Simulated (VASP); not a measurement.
Write the native input for VASP 6.6.1 that does the following.

| Property | Result |
| --- | --- |
| Task | single point |
| Functional | BHLYP |
| Potentials or basis | VASP PAW PBE potentials, release 64 (C) |
| Cutoff | 520 eV |
| k mesh | 7 × 7 × 7 |
| Occupations | fermi-dirac, width 0.05 eV |
| Spin | no spin polarisation |
| Dipole correction | no |
| Grid for exact exchange (PRECFOCK) | Normal |
| Further INCAR settings | ALGO = Normal; EDIFF = 1e-06; NBANDS = 11 |
| Share of exact exchange | 0.5 |

C:

```
C
1.0
     0.00000    1.77140    1.77140
     1.77140    0.00000    1.77140
     1.77140    1.77140    0.00000
C
2
Cartesian
  2.6571 2.6571 2.6571
  1.7714 1.7714 1.7714
```

One way to write it, as run:

POSCAR

```
C
1.0
    0.0000000000      1.7714007132      1.7714007132
    1.7714007132      0.0000000000      1.7714007132
    1.7714007132      1.7714007132      0.0000000000
C
2
Direct
    0.7500000000      0.7500000000      0.7500000000
    0.5000000000      0.5000000000      0.5000000000
```

INCAR.step1

```
ALGO = Normal ; EDIFF = 1E-5
ENCUT = 520 ; GGA = PE
ISIF = 2 ; ISMEAR = -1
LASPH = True ; LCHARG = False
LREAL = False ; LWAVE = True
NBANDS = 11 ; NELM = 80
PREC = Accurate ; SIGMA = 0.05
```

INCAR.step2

```
AEXX = 0.5 ; AGGAC = 1.0
AGGAX = 0.5 ; ALDAC = 0.0
ALDAX = 0.5 ; ALGO = Normal
EDIFF = 1E-6 ; ENCUT = 520
GGA = B5 ; ISIF = 2
ISMEAR = -1 ; ISTART = 1
LASPH = True ; LCHARG = False
LHFCALC = True ; LREAL = False
LWAVE = False ; NBANDS = 11
NELM = 80 ; PREC = Accurate
PRECFOCK = Normal ; SIGMA = 0.05
```

KPOINTS

```
k-points
0
Gamma
  7 7 7
```

Potentials or basis: VASP PAW PBE potentials, release 64 (C).

Run with:

```bash
$ cat potpaw_PBE.64/C/POTCAR > POTCAR
$ cp INCAR.step1 INCAR
$ mpirun -np 1 vasp_std > vasp.out
$ cp INCAR.step2 INCAR
$ mpirun -np 1 vasp_std > vasp.out
```

Results of the run:

The pressure is 0.7 GPa and the band gap on the k mesh is 8.64 eV (least direct gap 10.24 eV).

Caveat: the k points lie up to 0.44 Å⁻¹ apart; the PAW data sets were made with another functional, which shifts forces and pressure a little; an odd mesh through Γ misses points on the zone boundary, where band edges can lie.

It took 4.1 min on 1 thread of Intel(R) Xeon(R) Platinum 8259CL CPU @ 2.50GHz (Skylake/Cascade Lake) (shared host), peak memory 0.12 GiB.
